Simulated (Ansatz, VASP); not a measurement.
# CsBr in VASP and in Ansatz

```
Cs Br
1.0
     4.24017    0.00000    0.00000
     0.00000    4.24017    0.00000
     0.00000    0.00000    4.24017
Cs Br
1 1
Direct
  0.00000 0.00000 0.00000
  0.50000 0.50000 0.50000
```

Alike in both runs: functional PBEsol; k mesh 10 × 10 × 10; occupations fermi-dirac, width 0.08 eV; no spin polarisation.

Ansatz relaxed the structure, and its values are those at the end. VASP's run is a single point on that final structure, the one shown.

|  | VASP | Ansatz |
| --- | --- | --- |
| version | VASP 6.6.1 | Ansatz 0.2.0 |
| potentials or method | VASP PAW PBE potentials, release 64 (Cs_sv, Br) | PAW with Ansatz's default frozen-core files, scalar-relativistic |
| plane-wave cutoff (eV) | 500 | 420 |
| valence electrons in the cell | 16 | 16 |

VASP gave:

- gap on the k mesh at the Fermi level (eV): 4.44
- pressure (GPa): 0.1

Which values does Ansatz return?

gap on the k mesh at the Fermi level (eV): 4.45; pressure (GPa): 0.0.

VASP's potentials were made for PBE, not for PBEsol.

Neither program's run includes spin-orbit coupling.
